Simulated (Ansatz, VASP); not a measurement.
One calculation of MgO, two programs

```
CELL_PARAMETERS angstrom
-0.01457 2.11388 2.11388
2.11388 -0.01457 2.11388
2.11388 2.11388 -0.01457
ATOMIC_POSITIONS crystal
Mg 0.00000 0.00000 0.00000
O 0.50000 0.50000 0.50000
```

Change from the starting cell: strained cell.

Alike in both runs: functional PBEsol; k mesh 9 × 9 × 9; occupations gaussian, width 0.02 eV; no spin polarisation.

Ansatz relaxed the structure, and its values are those at the end. VASP's run is a single point on that final structure, the one shown.

```csv
,VASP,Ansatz
version,VASP 6.6.1,Ansatz 0.2.0
potentials or method,"VASP PAW PBE potentials, release 64 (Mg, O), cutoff 600 eV","scalar-relativistic, plane waves, PAW"
valence electrons in the cell,8,16
```

VASP gave:

```
gap on the k mesh at the Fermi level (eV) : 4.38
least direct gap on the mesh (eV)         : 4.38
pressure (GPa)                            : -3.8
```

What did Ansatz give for the same quantities?

gap on the k mesh at the Fermi level (eV): 4.38; least direct gap on the mesh (eV): 4.38; pressure (GPa): -2.9.

VASP's potentials were made for PBE, not for PBEsol, and Ansatz warns of the same on its side. The functional is the same, so the differences come from potentials, cutoffs and numerics. VASP's potentials hold 8 valence electrons a cell and Ansatz's 16, so a difference there can come from the potentials and not from the codes. Ansatz's warnings: stress scf threshold loose.
